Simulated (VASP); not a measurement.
# Lu (Fm-3m) in VASP: notebook

Lu is run at these levels: PBEsol; tasks: single point.

Everything below comes from runs of VASP 6.6.1. Logs are shortened: lines on timing, memory, paths and dates and some standing lists are left out, and cuts for length are marked.

## 1. The cell of the first run

It takes space group Fm-3m (No. 225, cubic). Conventional cell: a = 4.730 Å, b = 4.730 Å, c = 4.730 Å, α = 90.00°, β = 90.00°, γ = 90.00°. Within 4.4 Å of Lu (site symmetry m-3m) lie 12 Lu at 3.34 Å.

This isn't the form of Lu at room conditions, which is hcp.

## 2. Single point, PBEsol

Contents of INCAR:

```
  PREC = Accurate
  ENCUT = 600
  EDIFF = 1E-6
  ISMEAR = 1
  SIGMA = 0.1
  LREAL = False
  LASPH = True
  NELM = 120
  ALGO = Normal
  ISIF = 2
  LWAVE = False
  LCHARG = False
  GGA = PS
  NBANDS = 18
  GGA_COMPAT = False
```

Contents of KPOINTS:

```
regular mesh
0
Gamma
  8 8 8
```

Contents of POSCAR:

```
Lu
1.0
    0.0000000000      2.3650743381      2.3650743381
    2.3650743381      0.0000000000      2.3650743381
    2.3650743381      2.3650743381      0.0000000000
Lu
1
Direct
    0.0000000000      0.0000000000      0.0000000000
```

Potentials or basis: VASP PAW PBE potentials, release 64 (Lu).

Command:

```
$ cat potpaw_PBE.64/Lu/POTCAR > POTCAR
$ mpirun -np 1 vasp_std > vasp.out
```

OUTCAR:

```text
PREC = Accurate
   ENCUT = 600
   EDIFF = 1E-6
   ISMEAR = 1
   LREAL = False
   LASPH = True
   NELM = 120
   ISIF = 2
   GGA = PS

 ion  position               nearest neighbor table
   1  0.000  0.000  0.000-

  LATTYP: Found a face centered cubic cell.
 ALAT       =     4.7301486762

  Lattice vectors:

 A1 = (   0.0000000000,   2.3650743381,   2.3650743381)
 A2 = (   2.3650743381,   0.0000000000,   2.3650743381)
 A3 = (   2.3650743381,   2.3650743381,   0.0000000000)

Analysis of symmetry for initial positions (statically):
=====================================================================
 Subroutine PRICEL returns:
 Original cell was already a primitive cell.

 Routine SETGRP: Setting up the symmetry group for a
 face centered cubic supercell.

 Subroutine GETGRP returns: Found 48 space group operations
 (whereof 48 operations were pure point group operations)
 out of a pool of 48 trial point group operations.

The static configuration has the point symmetry O_h .

Analysis of symmetry for dynamics (positions and initial velocities):
=====================================================================
 Subroutine PRICEL returns:
 Original cell was already a primitive cell.

 Routine SETGRP: Setting up the symmetry group for a
 face centered cubic supercell.

 Subroutine GETGRP returns: Found 48 space group operations
 (whereof 48 operations were pure point group operations)
 out of a pool of 48 trial point group operations.

The dynamic configuration has the point symmetry O_h .

 Subroutine INISYM returns: Found 48 space group operations
 (whereof 48 operations are pure point group operations),
 and found     1 'primitive' translations

----------------------------------------------------------------------------------------

                                     Primitive cell

  volume of cell :      26.4584

  direct lattice vectors                    reciprocal lattice vectors
     0.000000000  2.365074338  2.365074338    -0.211409845  0.211409845  0.211409845
     2.365074338  0.000000000  2.365074338     0.211409845 -0.211409845  0.211409845
     2.365074338  2.365074338  0.000000000     0.211409845  0.211409845 -0.211409845

  length of vectors
     3.344720205  3.344720205  3.344720205     0.366172593  0.366172593  0.366172593

  position of ions in fractional coordinates (direct lattice)
     0.000000000  0.000000000  0.000000000

  ion indices of the primitive-cell ions
   primitive index   ion index
                 1           1

----------------------------------------------------------------------------------------

 KPOINTS: regular mesh

Automatic generation of k-mesh.
 Grid dimensions read from file:
 generate k-points for:    8    8    8

 Generating k-lattice:

  Cartesian coordinates                     Fractional coordinates (reciprocal lattice)
    -0.026426231  0.026426231  0.026426231     0.125000000  0.000000000  0.000000000
     0.026426231 -0.026426231  0.026426231     0.000000000  0.125000000  0.000000000
     0.026426231  0.026426231 -0.026426231     0.000000000  0.000000000  0.125000000

  Length of vectors
     0.045771574  0.045771574  0.045771574

  Shift w.r.t. Gamma in fractional coordinates (k-lattice)
     0.000000000  0.000000000  0.000000000

 Subroutine IBZKPT returns following result:
 ===========================================

 Found     29 irreducible k-points:

 Following reciprocal coordinates:
            Coordinates               Weight
  0.000000  0.000000  0.000000      1.000000
  0.125000  0.000000  0.000000      8.000000
  0.250000  0.000000  0.000000      8.000000
  0.375000  0.000000  0.000000      8.000000
  0.500000  0.000000  0.000000      4.000000
  0.125000  0.125000  0.000000      6.000000
[... 16 lines left out ...]
  0.500000  0.250000  0.125000     48.000000
 -0.375000  0.250000  0.125000     24.000000
 [... further k-points ...]
   k-points           NKPTS =     29   k-points in BZ     NKDIM =     29   number of bands    NBANDS=     18
   number of dos      NEDOS =    301   number of ions     NIONS =      1
   total plane-waves  NPLWV =  21952
   dimension x,y,z NGX =    28 NGY =   28 NGZ =   28
   dimension x,y,z NGXF=    56 NGYF=   56 NGZF=   56
   ions per type =               1
   NGX,Y,Z   is equivalent  to a cutoff of  13.92, 13.92, 13.92 a.u.
   NGXF,Y,Z  is equivalent  to a cutoff of  27.83, 27.83, 27.83 a.u.
 SYSTEM =  unknown system
   PREC   = accura    normal or accurate (medium, high low for compatibility)
   ISTART =      0    job   : 0-new  1-cont  2-samecut
   ICHARG =      2    charge: 1-file 2-atom 10-const
   ISPIN  =      1    spin polarized calculation?
   LNONCOLLINEAR =      F non collinear calculations
   LSORBIT =      F    spin-orbit coupling
   LASPH  =      T    aspherical Exc in radial PAW
   ENCUT  =  600.0 eV  44.10 Ry    6.64 a.u.   6.68  6.68  6.68*2*pi/ulx,y,z
   NELM   =    120;   NELMIN=  2; NELMDL= -5     # of ELM steps
   EDIFF  = 0.1E-05   stopping-criterion for ELM
   LREAL  =      F    real-space projection
   EDIFFG = 0.1E-04   stopping-criterion for IOM
   NSW    =      0    number of steps for IOM
   IBRION =     -1    ionic relax: 0-MD 1-quasi-New 2-CG
   NFREE  =      0    steps in history (QN), initial steepest desc. (CG)
   ISIF   =      2    stress and relaxation
   ISYM   =      2    0-nonsym 1-usesym 2-fastsym
   POTIM  = 0.5000    time-step for ionic-motion
   TEBEG  =    0.0;   TEEND  =   0.0 temperature during run
   PSTRESS=    0.0 pullay stress
   NELECT =      25.0000    total number of electrons
   NUPDOWN=      -1.0000    fix difference up-down
   EMIN   =  10.00;   EMAX   =-10.00  energy-range for DOS
   EFERMI =   0.00;   METHOD = LEGACY
   ISMEAR =     1;   SIGMA  =   0.10  broadening in eV -4-tet -1-fermi 0-gaus
   EFERMI_NEDOS =   21; number of points for ismear=-14 and -15
   IALGO  =     38    algorithm
   IMIX   =      4    mixing-type and parameters
     AMIX     =   0.40;   BMIX     =  1.00
     AMIX_MAG =   1.60;   BMIX_MAG =  1.00
  volume/ion in A,a.u.               =      26.46       178.55
  Fermi-wavevector in a.u.,A,eV,Ry     =   1.606448  3.035747 35.112223  2.580676
  Thomas-Fermi vector in A             =   2.702634
   LORBIT       =      0    0 simple, 1 ext, 2 COOP (PROOUT), +10 PAW based schemes
   GGA     = PS    functional components
   LHFCALC =     F    Hartree Fock is set to
   AEXX    =    0.0000 exact exchange contribution
   IVDW    =     0    specifies the selected vdW correction
   LEPSILON=     F    determine dielectric tensor
   LRPA    =     F    only Hartree local field effects (RPA)
 non-spin polarized calculation
 Methfessel and Paxton  Order N= 1 SIGMA  =   0.10
  energy-cutoff  :      600.00
  volume of cell :       26.46
 maximum number of plane-waves:       903
   NGX = 13   NGY = 13   NGZ = 13

 number of electron      24.9999994 magnetization

 Free energy of the ion-electron system (eV)
  ---------------------------------------------------
  ext. energy  EPLUGINS =         0.00000000
  ---------------------------------------------------
  free energy    TOTEN  =        -4.92040770 eV

  energy without entropy =       -4.91969625  energy(sigma->0) =       -4.92017055

 E-fermi :   2.5308     XC(G=0): -11.2483

 val. band max:        2.3426952935   @ k =   0.3750   0.2500   0.0000
 cond. band min:       2.5790118792   @ k =   0.5000   0.2500   0.1250
 fundamental gap:      0.2363165857
 Fermi energy:         2.5308070527

 k-point     1 :       0.0000    0.0000    0.0000
  band No.  band energies     occupation
      1     -53.4914      2.00000
      2     -23.8399      2.00000
      3     -23.8399      2.00000
      4     -23.8399      2.00000
      5      -3.8163      2.00000
      6      -2.3572      2.00000
[... 10 lines left out ...]
     17       7.4863      0.00000
     18      13.2350      0.00000

 k-point     2 :       0.1250    0.0000    0.0000
  band No.  band energies     occupation
      1     -53.4847      2.00000
      2     -23.9463      2.00000
      3     -23.8534      2.00000
      4     -23.8534      2.00000
      5      -3.3426      2.00000
      6      -2.3471      2.00000
[... 10 lines left out ...]
     17       7.2572      0.00000
     18      14.1942      0.00000

 k-point     3 :       0.2500    0.0000    0.0000
  band No.  band energies     occupation
      1     -53.4683      2.00000
      2     -24.1944      2.00000
      3     -23.8857      2.00000
      4     -23.8857      2.00000
      5      -2.3305      2.00000
      6      -2.2929      2.00000
[... 10 lines left out ...]
     17       7.4462      0.00000
     18      13.1102      0.00000

 k-point     4 :       0.3750    0.0000    0.0000
  band No.  band energies     occupation
      1     -53.4519      2.00000
      2     -24.4314      2.00000
      3     -23.9178      2.00000
      4     -23.9178      2.00000
      5      -2.3346      2.00000
      6      -2.2841      2.00000
[... 10 lines left out ...]
     17       8.6526      0.00000
     18      11.9606      0.00000

 k-point     5 :       0.5000    0.0000    0.0000
  band No.  band energies     occupation
      1     -53.4451      2.00000
      2     -24.5266      2.00000
      3     -23.9310      2.00000
      4     -23.9310      2.00000
      5      -2.3391      2.00000
      6      -2.2956      2.00000
[... 10 lines left out ...]
     17       9.4794      0.00000
     18      11.5962      0.00000

 k-point     6 :       0.1250    0.1250    0.0000
  band No.  band energies     occupation
      1     -53.4824      2.00000
      2     -23.9438      2.00000
      3     -23.8766      2.00000
      4     -23.8766      2.00000
      5      -3.1847      2.00000
      6      -2.3430      2.00000
[... 10 lines left out ...]
     17       7.7336      0.00000
     18      14.6556      0.00000

 k-point     7 :       0.2500    0.1250    0.0000
  band No.  band energies     occupation
      1     -53.4693      2.00000
      2     -24.1273      2.00000
      3     -23.9157      2.00000
      4     -23.9055      2.00000
      5      -2.3232      2.00000
      6      -2.2958      2.00000
[... 10 lines left out ...]
     17       8.0362      0.00000
     18      14.5461      0.00000

 k-point     8 :       0.3750    0.1250    0.0000
  band No.  band energies     occupation
      1     -53.4529      2.00000
      2     -24.3534      2.00000
      3     -23.9507      2.00000
      4     -23.9477      2.00000
      5      -2.3211      2.00000
      6      -2.2784      2.00000
[... 10 lines left out ...]
     17       8.9787      0.00000
     18      12.8316      0.00000
[... 229 lines left out ...]
     17       9.8216      0.00000
     18      11.0730      0.00000

 k-point    20 :      -0.3750    0.3750    0.0000
  band No.  band energies     occupation
      1     -53.4312      2.00000
      2     -24.3731      2.00000
      3     -24.2371      2.00000
      4     -24.0347      2.00000
      5      -2.3022      2.00000
      6      -2.2845      2.00000
[... 10 lines left out ...]
     17       9.1214      0.00000
     18      12.2001      0.00000

 k-point    21 :       0.5000    0.5000    0.0000
  band No.  band energies     occupation
      1     -53.4300      2.00000
      2     -24.4830      2.00000
      3     -24.0863      2.00000
      4     -24.0863      2.00000
      5      -2.2895      2.00000
      6      -2.2740      2.00000
[... 10 lines left out ...]
     17      10.0753      0.00000
     18      11.6053      0.00000

 k-point    22 :       0.3750    0.2500    0.1250
  band No.  band energies     occupation
      1     -53.4562      2.00000
      2     -24.2529      2.00000
      3     -24.0128      2.00000
      4     -23.9281      2.00000
      5      -2.2991      2.00000
      6      -2.2966      2.00000
[... 10 lines left out ...]
     17       9.0043      0.00000
     18      14.3257      0.00000

 k-point    23 :       0.5000    0.2500    0.1250
  band No.  band energies     occupation
      1     -53.4430      2.00000
      2     -24.3789      2.00000
      3     -24.0887      2.00000
      4     -23.9672      2.00000
      5      -2.3062      2.00000
      6      -2.2955      2.00000
[... 10 lines left out ...]
     17      10.1090      0.00000
     18      12.0916      0.00000

 k-point    24 :      -0.3750    0.2500    0.1250
  band No.  band energies     occupation
      1     -53.4375      2.00000
      2     -24.4324      2.00000
      3     -24.1127      2.00000
      4     -23.9884      2.00000
      5      -2.3082      2.00000
      6      -2.3041      2.00000
[... 10 lines left out ...]
     17      10.4203      0.00000
     18      10.7638      0.00000

 [... further k-points ...]

------------------------ aborting loop because EDIFF is reached ----------------------------------------

  FORCE on cell =-STRESS in cart. coord.  units (eV):
  Direction    XX          YY          ZZ          XY          YZ          ZX
  --------------------------------------------------------------------------------------
  -------------------------------------------------------------------------------------
  Total        0.1917081      0.1917081      0.1917081     -0.0000000     -0.0000000      0.0000000
  in kB       11.6087837     11.6087837     11.6087837     -0.0000000     -0.0000000      0.0000000
  external PRESSURE =      11.6087837 kB  Pullay stress =       0.0000000 kB

 VOLUME and BASIS-vectors are now :
 -----------------------------------------------------------------------------
  energy-cutoff  :      600.00
  volume of cell :       26.46
      direct lattice vectors                 reciprocal lattice vectors
     0.000000000  2.365074338  2.365074338    -0.211409845  0.211409845  0.211409845
     2.365074338  0.000000000  2.365074338     0.211409845 -0.211409845  0.211409845
     2.365074338  2.365074338  0.000000000     0.211409845  0.211409845 -0.211409845

 POSITION                                       TOTAL-FORCE (eV/Angst)
 -----------------------------------------------------------------------------------
      0.00000      0.00000      0.00000        -0.000000      0.000000     -0.000000
 -----------------------------------------------------------------------------------
    total drift:                               -0.000000     -0.000000     -0.000000

  FREE ENERGIE OF THE ION-ELECTRON SYSTEM (eV)
  ---------------------------------------------------
  free  energy   TOTEN  =        -4.9204077047 eV

  energy  without entropy=       -4.9196962494  energy(sigma->0) =       -4.92017055
```

It took 16 s on 1 thread of Intel Xeon 8259CL, shared host; peak memory 0.18 GiB.

What came out:

```
Free energy            : -4.9204 eV
Pressure               : 1.2 GPa
Band gap on the k mesh : zero (an odd number of electrons rules out a gap without spin polarisation)
```

Caveat: the PAW data sets were made with another functional, which shifts forces and pressure a little; spin-orbit coupling is left out, which moves the levels of the heavy elements.

## 3. Single point, PBEsol

This run uses another cell than the first one, of 26.86 Å³/atom.

Contents of INCAR:

```
SYSTEM = Lu
ALGO = Normal
EDIFF = 1E-6
ENCUT = 600
GGA = PS
GGA_COMPAT = .False.
ISIF = 2
ISMEAR = 1
LASPH = .True.
LCHARG = .False.
LREAL = .False.
LWAVE = .False.
NBANDS = 18
NELM = 120
PREC = Accurate
SIGMA = 0.1
```

Contents of KPOINTS:

```
k-points
0
Gamma
  8 8 8
  0 0 0
```

Contents of POSCAR:

```
Lu
1.0
    0.0000000000      2.3770193606      2.3770193606
    2.3770193606      0.0000000000      2.3770193606
    2.3770193606      2.3770193606      0.0000000000
Lu
1
Direct
    0.0000000000      0.0000000000      0.0000000000
```

Potentials or basis: VASP PAW PBE potentials, release 64 (Lu).

Command:

```
$ cat potpaw_PBE.64/Lu/POTCAR > POTCAR
$ mpirun -np 1 vasp_std > vasp.out
```

It took 18 s on 1 thread of Intel Xeon 8259CL, shared host; peak memory 0.18 GiB.

Results (log left out):

| Quantity | Value |
| --- | --- |
| Free energy | -4.9223 eV |
| Pressure | 0.3 GPa |
| Band gap on the k mesh | zero (an odd number of electrons rules out a gap without spin polarisation) |

Levels at points of the mesh, in eV from the Fermi level:
```tsv
k point	band 8	band 9	band 10	band 11	band 12	band 13	band 14	band 15	band 16	band 17
(0.00, 0.00, 0.00)	-4.84	-4.84	-4.75	-4.75	-4.75	2.28	2.28	2.28	4.90	4.90
(0.50, 0.00, 0.00)	-4.79	-4.77	-4.77	-4.74	-2.76	0.56	2.05	2.05	6.85	6.85
(0.50, 0.50, 0.00)	-4.81	-4.78	-4.78	-4.78	-2.26	-1.02	2.28	6.87	7.44	7.44
```

Caveat: the PAW data sets were made with another functional, which shifts forces and pressure a little; spin-orbit coupling is left out, which moves the levels of the heavy elements.

## 4. Single point, PBEsol

This run uses another cell than the first one, of 27.26 Å³/atom.

Contents of INCAR:

```
PREC = Accurate
ENCUT = 600
EDIFF = 1E-6
ISMEAR = 1
SIGMA = 0.1
LREAL = False
LASPH = True
NELM = 120
ALGO = Normal
ISIF = 2
LWAVE = False
LCHARG = False
GGA = PS
NBANDS = 18
GGA_COMPAT = False
```

Contents of KPOINTS:

```
Automatic mesh
0
Gamma
  8 8 8
```

Contents of POSCAR:

```
Lu
1.0
    0.0000000000      2.3888455223      2.3888455223
    2.3888455223      0.0000000000      2.3888455223
    2.3888455223      2.3888455223      0.0000000000
Lu
1
Direct
    0.0000000000      0.0000000000      0.0000000000
```

Command:

```
$ cat potpaw_PBE.64/Lu/POTCAR > POTCAR
$ mpirun -np 1 vasp_std > vasp.out
```

Run time: 21 s. Hardware: 1 thread of Intel Xeon 8259CL, shared host; peak memory 0.17 GiB.

The run converged. Its results:

```
Free energy            : -4.9223 eV
Pressure               : -0.5 GPa
Band gap on the k mesh : zero (an odd number of electrons rules out a gap without spin polarisation)
```

Levels at points of the mesh, in eV from the Fermi level:
```tsv
k point	band 10	band 11	band 12	band 13	band 14	band 15
(0.00, 0.00, 0.00)	-4.77	-4.77	-4.77	2.27	2.27	2.27
(0.50, 0.00, 0.00)	-4.79	-4.77	-2.73	0.51	2.04	2.04
(0.50, 0.50, 0.00)	-4.81	-4.80	-2.22	-0.99	2.20	6.78
```

Caveat: the PAW data sets were made with another functional, which shifts forces and pressure a little; spin-orbit coupling is left out, which moves the levels of the heavy elements.

## 5. Overview

```csv
cell,gap on the mesh (eV),pressure (GPa)
"a = 3.345 Å, angles 60.0°, 1 atom",none,1.2
"a = 3.362 Å, angles 60.0°, 1 atom",none,0.3
"a = 3.378 Å, angles 60.0°, 1 atom",none,-0.5
```

Alike in all rows: task single point; level PBEsol; potentials or basis VASP PAW PBE potentials, release 64 (Lu); no spin polarisation; k mesh 8 × 8 × 8; cutoff (eV) 600; smearing methfessel-paxton 0.1 eV.

Caveats: the PAW data sets were made with another functional, which shifts forces and pressure a little; spin-orbit coupling is left out, which moves the levels of the heavy elements.

Absolute energies hang on the potentials; compare differences alone.

The gap in the log of VASP goes by the Fermi energy; the results here count the filled bands.